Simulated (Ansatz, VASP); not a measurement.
One calculation of HfSn3S8, two programs

```
Hf Sn S
1.0
     3.68970    0.00000    0.00000
    -1.84485    3.19537    0.00000
     0.00000    0.00000   27.27388
Hf Sn S
1 3 8
Direct
  0.00000 0.00000 0.50000
  0.00000 0.00000 0.00000
  0.00000 0.00000 0.25159
  0.00000 0.00000 0.74841
  0.33333 0.66667 0.05436
  0.33333 0.66667 0.30595
  0.33333 0.66667 0.55240
  0.33333 0.66667 0.80277
  0.66667 0.33333 0.19723
  0.66667 0.33333 0.44760
  0.66667 0.33333 0.69405
  0.66667 0.33333 0.94564
```

Alike in both runs: task relaxation of cell and atoms; functional PBE; k mesh 12 × 12 × 1; occupations gaussian, width 0.02 eV; no spin polarisation.

|  | VASP | Ansatz |
| --- | --- | --- |
| version | VASP 6.6.1 | Ansatz 0.2.0 |
| potentials or method | VASP PAW PBE potentials, release 64 (Hf_pv, Sn_d, S), cutoff 600 eV | scalar-relativistic, plane waves, PAW |
| valence electrons in the cell | 100 | 116 |

VASP gave:

| Quantity | Value |
| --- | --- |
| gap on the k mesh at the Fermi level, each at its own relaxed structure (eV) | 1.23 |
| relaxed volume (Å³/atom) | 26.75 |
| relaxed length of the cell vector where the two differ most in proportion (Å) | 3.686 |

**Question.** What did Ansatz give for the same quantities?

**Answer.** gap on the k mesh at the Fermi level, each at its own relaxed structure (eV): 1.21; relaxed volume (Å³/atom): 26.80; relaxed length of the cell vector where the two differ most in proportion (Å): 3.690.

VASP's potentials hold 100 valence electrons a cell and Ansatz's 116, so a difference there can come from the potentials and not from the codes.

Spin-orbit coupling is off throughout.
